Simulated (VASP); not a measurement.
A run of VASP 6.6.1:

The input INCAR:

```
SYSTEM = AlN
PREC = Accurate
ENCUT = 520
EDIFF = 1E-6
ISMEAR = 0
SIGMA = 0.05
LREAL = .False.
LASPH = .True.
NELM = 80
ALGO = Normal
ISIF = 2
LWAVE = .False.
LCHARG = .False.
GGA = PE
NBANDS = 26
```

KPOINTS

```
Automatic mesh
0
Gamma
  8 6 4
  0 0 0
```

The input POSCAR:

```
AlN
1.0
   -1.6567491617      2.8695737234      0.0000000000
    0.0000000000      0.0000000000      4.1874629526
    4.9702474850      2.8695737234      0.0000000000
Al N
4 4
Direct
    0.4619737245      0.7500000000      0.2046929422
    0.0000000000      0.7500000000      0.6666666667
    0.0000000000      0.2500000000      0.3333333333
    0.5000000000      0.2500000000      0.8333333333
    0.5000000000      0.2500000000      0.1666666667
    0.0000000000      0.2500000000      0.6666666667
    0.0000000000      0.7500000000      0.3333333333
    0.5000000000      0.7500000000      0.8333333333
```

Potentials or basis: VASP PAW PBE potentials, release 64 (Al, N).

Command:

```console
$ cat potpaw_PBE.64/Al/POTCAR potpaw_PBE.64/N/POTCAR > POTCAR
$ mpirun -np 1 vasp_std > vasp.out
```

Hardware: 1 thread of Intel(R) Xeon(R) 6975P-C (Granite Rapids), with other jobs on the host.

Q: How long does it take, and how much memory?

A: Run time: 58 s on 1 thread of Intel(R) Xeon(R) 6975P-C (Granite Rapids) (shared host), peak memory 0.25 GiB. Counts: scf iterations 15, k points 72.
